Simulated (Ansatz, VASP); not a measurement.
## C in VASP and in Ansatz

```
C
1.0
     0.00000    2.09132    3.07466
     1.20822    0.00000    3.07466
     1.20822    2.09132    0.00000
C
2
Cartesian
  1.2082 0.6973 3.0747
  1.2082 3.4854 3.0747
```

Change from the starting cell: volume 7.769 Å^3 an atom, stretch along c over the lengths across it, relative to the relaxed cell 0.9411.

Alike in both runs: task single point; functional PBEsol; dispersion D3(BJ); k mesh 18 × 18 × 18; occupations gaussian, width 0.03 eV; no spin polarisation.

|  | VASP | Ansatz |
| --- | --- | --- |
| version | VASP 6.6.1 | Ansatz 0.2.0 |
| potentials or method | VASP PAW PBE potentials, release 64 (C), cutoff 520 eV | scalar-relativistic, plane waves, PAW |
| valence electrons in the cell | 8 | 8 |

```tsv
	VASP	Ansatz	Ansatz less VASP
gap on the k mesh at the Fermi level (eV)	none	none	-
pressure (GPa)	20.4	19.5	-0.85
traceless stress, the component that is largest in VASP (GPa)	-15.86	-14.92	+0.942
rms of the force components (eV/Å)	0.005	0.005	+0.0001
```

VASP's potentials were made for PBE, not for PBEsol, and Ansatz warns of the same on its side. Atom by atom the forces differ by 0.000 eV/Å (rms over components). A gap of «none» marks a metal or a gap that the smearing closes.
